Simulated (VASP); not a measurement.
Set up this calculation in VASP 6.6.1, as the native input.

```yaml
Task: relaxation of cell and atoms
Functional: PBEsol
Potentials_or_basis: VASP PAW PBE potentials, release 64 (In_d, O)
Cutoff: 600 eV
k_mesh: 6 × 6 × 6
Occupations: gaussian, width 0.02 eV
Spin: no spin polarisation
Dipole_correction: no
Further_INCAR_settings: ALGO = Normal; EDIFF = 1e-06; IBRION = 2; EDIFFG = -0.005; NSW = 100; ISIF = 3
```

The structure of In2O3 lies in POSCAR:

```
In2O3
1.0
    2.7434996989      1.5839602897      4.8366700000
   -2.7434996989      1.5839602897      4.8366700000
    0.0000000000     -3.1679205794      4.8366700000
In O
4 6
Direct
    0.3573100000      0.3573100000      0.3573100000
    0.1426900000      0.1426900000      0.1426900000
    0.6426900000      0.6426900000      0.6426900000
    0.8573100000      0.8573100000      0.8573100000
    0.5480000000      0.9520000000      0.2500000000
    0.2500000000      0.5480000000      0.9520000000
    0.9520000000      0.2500000000      0.5480000000
    0.4520000000      0.0480000000      0.7500000000
    0.7500000000      0.4520000000      0.0480000000
    0.0480000000      0.7500000000      0.4520000000
```

One way to write it, as run:

INCAR

```
ALGO = Normal
EDIFF = 1E-6
EDIFFG = -0.005
ENCUT = 600
GGA = PS
IBRION = 2
ISIF = 3
ISMEAR = 0
LASPH = True
LCHARG = False
LREAL = False
LWAVE = False
NELM = 100
NSW = 100
PREC = Accurate
SIGMA = 0.02
```

KPOINTS

```
k-points
0
Gamma
  6 6 6
```

Potentials or basis: VASP PAW PBE potentials, release 64 (In_d, O).

Command:

```bash
$ cat potpaw_PBE.64/In_d/POTCAR potpaw_PBE.64/O/POTCAR > POTCAR
$ mpirun -np 1 vasp_std > vasp.out
```

Results of the run:

```
Relaxed volume                         : 12.78 Å³/atom
Relaxed cell                           : a = 5.801 Å, b = 5.801 Å, c = 5.801 Å, α = 56.78°, β = 56.78°, γ = 56.78°
Space group after relaxing (to 0.05 Å) : R-3c (No. 167)
Energy gained by relaxing              : 2.0 meV/atom
Ionic steps                            : 11
Pressure after relaxing                : 0.0 GPa
Band gap on the k mesh                 : 1.09 eV, indirect (least direct gap 1.15 eV)
```

Caveat: the PAW data sets were made with another functional, which shifts forces and pressure a little; spin-orbit coupling is left out, which moves the levels of the heavy elements.

It took 38 min on 1 thread of Intel(R) Xeon(R) Platinum 8488C (Sapphire Rapids) (shared host), peak memory 0.46 GiB.
